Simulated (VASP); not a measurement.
# MoS2 (P1) in VASP: single point with PBE+D3(BJ)

Aim: the single point of MoS2 with PBE+D3(BJ).

All numbers are computed with VASP 6.6.1; they aren't measurements. Logs are shortened: lines on timing, memory, paths and dates and some standing lists are left out, and cuts for length are marked.

## 1. The cell of the first run

The typed cell holds 9 atoms: a = 3.153 Å, b = 3.153 Å, c = 18.043 Å, α = 85.82°, β = 86.66°, γ = 60.00°.

## 2. Single point, PBE+D3(BJ)

Contents of INCAR:

```
SYSTEM = MoS2
PREC     = Accurate       ! precision mode
ENCUT    = 520            ! plane-wave cutoff, eV
EDIFF    = 1E-6           ! SCF threshold, eV
ISMEAR   = 0              ! smearing method
SIGMA    = 0.05           ! smearing width, eV
LREAL    = .FALSE.        ! projectors in reciprocal space
LASPH    = .TRUE.         ! aspherical terms in the spheres
NELM     = 100            ! most SCF steps
ALGO     = Normal         ! electronic algorithm
ISIF     = 2              ! what is computed and relaxed
LWAVE    = .FALSE.        ! write WAVECAR
LCHARG   = .FALSE.        ! write CHGCAR
GGA      = PE             ! functional
IVDW     = 12             ! dispersion correction
NBANDS   = 49             ! bands
```

Contents of KPOINTS:

```
regular mesh
0
G
  10 10 2
  0 0 0
```

Contents of POSCAR:

```
MoS2
1.0
   -1.5764743774     -2.7305337185      0.0000000000
    1.5764743774     -2.7305337185      0.0000000000
    0.2627457296     -1.3652668593     17.9896049492
Mo S
3 6
Direct
    0.8816471214      0.7632942428      0.7101172715
    0.3260915659      0.3188497984      0.0434506048
    0.6038693436      0.5410720206      0.3767839382
    0.9227234789      0.8454469579      0.4636591264
    0.2005012567      0.0676691801      0.7969924598
    0.6449457011      0.6232247356      0.1303257931
    0.9516960663      0.9033921326      0.2898236021
    0.2294738441      0.1256143549      0.6231569354
    0.5072516219      0.3478365771      0.9564902687
```

Potentials or basis: VASP PAW PBE potentials, release 64 (Mo_sv, S).

Run with:

```
$ cat potpaw_PBE.64/Mo_sv/POTCAR potpaw_PBE.64/S/POTCAR > POTCAR
$ mpirun -np 1 vasp_std > vasp.out
```

OUTCAR:

```text
SYSTEM = MoS2
   PREC = Accurate
   ENCUT = 520
   EDIFF = 1E-6
   ISMEAR = 0
   LREAL = .FALSE.
   LASPH = .TRUE.
   NELM = 100
   ISIF = 2
   GGA = PE
   IVDW = 12
 IVDW          = 12

 ion  position               nearest neighbor table
   1  0.882  0.763  0.710-   5 2.40   5 2.40   5 2.40   8 2.40   8 2.40   8 2.40
   2  0.326  0.319  0.043-   9 1.65   6 2.40   6 2.40   6 2.40   9 3.06
   3  0.604  0.541  0.377-   4 2.40   4 2.40   4 2.40   7 2.40   7 2.40   7 2.40
   4  0.923  0.845  0.464-   3 2.40   3 2.40   3 2.40
   5  0.201  0.068  0.797-   1 2.40   1 2.40   1 2.40
   6  0.645  0.623  0.130-   2 2.40   2 2.40   2 2.40
   7  0.952  0.903  0.290-   3 2.40   3 2.40   3 2.40
   8  0.229  0.126  0.623-   1 2.40   1 2.40   1 2.40
   9  0.507  0.348  0.956-   2 1.65   2 3.06

  LATTYP: Found a triclinic cell.
 ALAT       =     3.1529487548
 B/A-ratio  =     1.0000000000
 C/A-ratio  =     5.7950114549
 COS(alpha) =     0.0143801844
 COS(beta)  =     0.1581820284
 COS(gamma) =     0.5000000000

  Lattice vectors:

 A1 = (   3.1529487548,   0.0000000000,   0.0000000000)
 A2 = (   1.5764743774,  -2.7305337185,   0.0000000000)
 A3 = (   2.8902030252,   1.3652668593, -17.9896049492)

Analysis of symmetry for initial positions (statically):
=====================================================================
 Subroutine PRICEL returns:
 Original cell was already a primitive cell.

 Routine SETGRP: Setting up the symmetry group for a
 triclinic supercell.

 Subroutine GETGRP returns: Found  1 space group operations
 (whereof  1 operations were pure point group operations)
 out of a pool of  2 trial point group operations.

The static configuration has the point symmetry C_1 .

Analysis of symmetry for dynamics (positions and initial velocities):
=====================================================================
 Subroutine PRICEL returns:
 Original cell was already a primitive cell.

 Routine SETGRP: Setting up the symmetry group for a
 triclinic supercell.

 Subroutine GETGRP returns: Found  1 space group operations
 (whereof  1 operations were pure point group operations)
 out of a pool of  2 trial point group operations.

The dynamic configuration has the point symmetry C_1 .

 Subroutine INISYM returns: Found  1 space group operations
 (whereof  1 operations are pure point group operations),
 and found     1 'primitive' translations

----------------------------------------------------------------------------------------

                                     Primitive cell

  volume of cell :     154.8767

  direct lattice vectors                    reciprocal lattice vectors
    -1.576474377 -2.730533718  0.000000000    -0.317163417 -0.183114384 -0.009264610
     1.576474377 -2.730533718  0.000000000     0.317163417 -0.183114384 -0.018529219
     0.262745730 -1.365266859 17.989604949     0.000000000  0.000000000  0.055587658

  length of vectors
     3.152948755  3.152948755 18.043250127     0.366345934  0.366697208  0.055587658

  position of ions in fractional coordinates (direct lattice)
     0.881647121  0.763294243  0.710117272
     0.326091566  0.318849798  0.043450605
     0.603869344  0.541072021  0.376783938
     0.922723479  0.845446958  0.463659126
     0.200501257  0.067669180  0.796992460
     0.644945701  0.623224736  0.130325793
     0.951696066  0.903392133  0.289823602
     0.229473844  0.125614355  0.623156935
     0.507251622  0.347836577  0.956490269

  ion indices of the primitive-cell ions
   primitive index   ion index
                 1           1
                 2           2
                 3           3
                 4           4
                 5           5
                 6           6
                 7           7
                 8           8
                 9           9

----------------------------------------------------------------------------------------

 KPOINTS: regular mesh

Automatic generation of k-mesh.
 Grid dimensions read from file:
 generate k-points for:   10   10    2

 Generating k-lattice:

  Cartesian coordinates                     Fractional coordinates (reciprocal lattice)
    -0.031716342 -0.018311438 -0.000926461     0.100000000  0.000000000  0.000000000
     0.031716342 -0.018311438 -0.001852922     0.000000000  0.100000000 -0.000000000
     0.000000000  0.000000000  0.027793829     0.000000000  0.000000000  0.500000000

  Length of vectors
     0.036634593  0.036669721  0.027793829

  Shift w.r.t. Gamma in fractional coordinates (k-lattice)
     0.000000000  0.000000000  0.000000000

 Subroutine IBZKPT returns following result:
 ===========================================

 Found    104 irreducible k-points:

 Following reciprocal coordinates:
            Coordinates               Weight
  0.000000  0.000000  0.000000      1.000000
  0.100000  0.000000  0.000000      2.000000
  0.200000  0.000000  0.000000      2.000000
  0.300000 -0.000000 -0.000000      2.000000
  0.400000 -0.000000 -0.000000      2.000000
  0.500000  0.000000 -0.000000      1.000000
[... 16 lines left out ...]
 -0.400000  0.200000  0.000000      2.000000
 -0.300000  0.200000  0.000000      2.000000
 [... further k-points ...]
   k-points           NKPTS =    104   k-points in BZ     NKDIM =    104   number of bands    NBANDS=     49
   number of dos      NEDOS =    301   number of ions     NIONS =      9
   total plane-waves  NPLWV =  80640
   dimension x,y,z NGX =    24 NGY =   24 NGZ =  140
   dimension x,y,z NGXF=    48 NGYF=   48 NGZF=  280
   ions per type =               3   6
   NGX,Y,Z   is equivalent  to a cutoff of  12.65, 12.65, 12.90 a.u.
   NGXF,Y,Z  is equivalent  to a cutoff of  25.31, 25.31, 25.80 a.u.
 SYSTEM =  MoS2
   PREC   = accura    normal or accurate (medium, high low for compatibility)
   ISTART =      0    job   : 0-new  1-cont  2-samecut
   ICHARG =      2    charge: 1-file 2-atom 10-const
   ISPIN  =      1    spin polarized calculation?
   LNONCOLLINEAR =      F non collinear calculations
   LSORBIT =      F    spin-orbit coupling
   LASPH  =      T    aspherical Exc in radial PAW
   ENCUT  =  520.0 eV  38.22 Ry    6.18 a.u.   5.86  5.86 33.55*2*pi/ulx,y,z
   NELM   =    100;   NELMIN=  2; NELMDL= -5     # of ELM steps
   EDIFF  = 0.1E-05   stopping-criterion for ELM
   LREAL  =      F    real-space projection
   EDIFFG = 0.1E-04   stopping-criterion for IOM
   NSW    =      0    number of steps for IOM
   IBRION =     -1    ionic relax: 0-MD 1-quasi-New 2-CG
   NFREE  =      0    steps in history (QN), initial steepest desc. (CG)
   ISIF   =      2    stress and relaxation
   ISYM   =      2    0-nonsym 1-usesym 2-fastsym
   POTIM  = 0.5000    time-step for ionic-motion
   TEBEG  =    0.0;   TEEND  =   0.0 temperature during run
   PSTRESS=    0.0 pullay stress
   NELECT =      78.0000    total number of electrons
   NUPDOWN=      -1.0000    fix difference up-down
   EMIN   =  10.00;   EMAX   =-10.00  energy-range for DOS
   EFERMI =   0.00;   METHOD = LEGACY
   ISMEAR =     0;   SIGMA  =   0.05  broadening in eV -4-tet -1-fermi 0-gaus
   EFERMI_NEDOS =   21; number of points for ismear=-14 and -15
   IALGO  =     38    algorithm
   IMIX   =      4    mixing-type and parameters
     AMIX     =   0.40;   BMIX     =  1.00
     AMIX_MAG =   1.60;   BMIX_MAG =  1.00
  volume/ion in A,a.u.               =      17.21       116.13
  Fermi-wavevector in a.u.,A,eV,Ry     =   1.302500  2.461368 23.082362  1.696506
  Thomas-Fermi vector in A             =   2.433564
   LORBIT       =      0    0 simple, 1 ext, 2 COOP (PROOUT), +10 PAW based schemes
   GGA     = PE    functional components
   LHFCALC =     F    Hartree Fock is set to
   AEXX    =    0.0000 exact exchange contribution
   IVDW    =    12    specifies the selected vdW correction
   LEPSILON=     F    determine dielectric tensor
   LRPA    =     F    only Hartree local field effects (RPA)
 non-spin polarized calculation
 Gauss-broadening in eV      SIGMA  =   0.05
  energy-cutoff  :      520.00
  volume of cell :      154.88
 maximum number of plane-waves:      4196
   NGX = 11   NGY = 11   NGZ = 67

 number of electron      78.0000002 magnetization

 Free energy of the ion-electron system (eV)
  ---------------------------------------------------
  ext. energy  EPLUGINS =         0.00000000
  ---------------------------------------------------
  free energy    TOTEN  =       -56.78807238 eV

  energy without entropy =      -56.78807054  energy(sigma->0) =      -56.78807146

 E-fermi :   8.4533     XC(G=0): -11.0130

 val. band max:        8.3292764317   @ k =   0.1000   0.3000   0.0000
 cond. band min:       8.5743789994   @ k =   0.1000   0.3000   0.5000
 fundamental gap:      0.2451025678
 Fermi energy:         8.4533387918

 k-point     1 :       0.0000    0.0000    0.0000
  band No.  band energies     occupation
      1     -53.7377      2.00000
      2     -53.4239      2.00000
      3     -53.0711      2.00000
      4     -28.7490      2.00000
      5     -27.9042      2.00000
      6     -27.6622      2.00000
[... 41 lines left out ...]
     48      10.4552      0.00000
     49      10.4780      0.00000

 k-point     2 :       0.1000    0.0000    0.0000
  band No.  band energies     occupation
      1     -53.7337      2.00000
      2     -53.4199      2.00000
      3     -53.0671      2.00000
      4     -28.7455      2.00000
      5     -27.8963      2.00000
      6     -27.7023      2.00000
[... 41 lines left out ...]
     48      10.3462      0.00000
     49      10.4880      0.00000

 k-point     3 :       0.2000    0.0000    0.0000
  band No.  band energies     occupation
      1     -53.7231      2.00000
      2     -53.4093      2.00000
      3     -53.0568      2.00000
      4     -28.7368      2.00000
      5     -27.8756      2.00000
      6     -27.8063      2.00000
[... 1081 lines left out ...]
     48      11.0165      0.00000
     49      11.8598      0.00000

 k-point    24 :      -0.3000    0.2000    0.0000
  band No.  band energies     occupation
      1     -53.6952      2.00000
      2     -53.3814      2.00000
      3     -53.0299      2.00000
      4     -28.7093      2.00000
      5     -28.0060      2.00000
      6     -27.8246      2.00000
[... 41 lines left out ...]
     48      10.9327      0.00000
     49      11.8131      0.00000

 [... further k-points ...]

------------------------ aborting loop because EDIFF is reached ----------------------------------------

 Edisp (eV)   -3.97186

 E8    (eV) :    -1.6043

  FORCE on cell =-STRESS in cart. coord.  units (eV):
  Direction    XX          YY          ZZ          XY          YZ          ZX
  --------------------------------------------------------------------------------------
  -------------------------------------------------------------------------------------
  Total       4.85481     5.61094    51.75838     3.04637    15.47314     8.70258
  in kB      50.22231    58.04436   535.43308    31.51422   160.06746    90.02691
  external pressure =      214.57 kB  Pullay stress =        0.00 kB

 VOLUME and BASIS-vectors are now :
 -----------------------------------------------------------------------------
  energy-cutoff  :      520.00
  volume of cell :      154.88
      direct lattice vectors                 reciprocal lattice vectors
    -1.576474377 -2.730533718  0.000000000    -0.317163417 -0.183114384 -0.009264610
     1.576474377 -2.730533718  0.000000000     0.317163417 -0.183114384 -0.018529219
     0.262745730 -1.365266859 17.989604949     0.000000000  0.000000000  0.055587658

 POSITION                                       TOTAL-FORCE (eV/Angst)
 -----------------------------------------------------------------------------------
     -0.00000     -5.46107     12.77473        -0.003173     -0.009763      0.013821
     -0.00000     -1.82036      0.78166         4.641468      8.043350     32.290633
      0.00000     -3.64071      6.77819        -0.001760      0.003671      0.028053
      0.00000     -5.46107      8.34104        -0.000853      0.000181     -0.031121
      0.00000     -1.82036     14.33758        -0.004250     -0.014717      0.036125
      0.00000     -3.64071      2.34451         0.454302      0.876189      0.490018
     -0.00000     -5.46107      5.21381         0.002181      0.004426     -0.019141
      0.00000     -1.82036     11.21035        -0.000449     -0.001588     -0.010838
      0.00000     -3.64071     17.20688        -5.087466     -8.901749    -32.797549
 -----------------------------------------------------------------------------------
    total drift:                               -0.000033      0.000098      0.000100

  FREE ENERGIE OF THE ION-ELECTRON SYSTEM (eV)
  ---------------------------------------------------
  free  energy   TOTEN  =       -60.7599321212 eV

  energy  without entropy=      -60.7599302803  energy(sigma->0) =      -60.75993120
```

Wall time 17 min (1 thread of Intel Xeon Platinum 8488C (Sapphire Rapids), shared host); peak memory 0.67 GiB.

Results:

```
Free energy                : -60.7599 eV
Pressure                   : 21.5 GPa
Largest force              : 34.363 eV/Å
Band gap on the k mesh     : 0.25 eV (least direct gap 0.26 eV)
Dispersion energy per atom : -0.441 eV
```

Forces in eV/Å, atoms in the order of the input:
```
Mo   -0.003  -0.010   0.014
Mo    4.641   8.043  32.291
Mo   -0.002   0.004   0.028
S    -0.001   0.000  -0.031
S    -0.004  -0.015   0.036
S     0.454   0.876   0.490
S     0.002   0.004  -0.019
S     0.000  -0.002  -0.011
S    -5.087  -8.902 -32.798
```

Caveat: atoms lie so close that the PAW spheres overlap strongly, which falsifies energies and pressures; the stress differs along the axes, from 5 to 54 GPa; forces of over 1 eV/Å act on the atoms, so gaps and moduli don't describe the material at rest. A k mesh can miss the band edges.
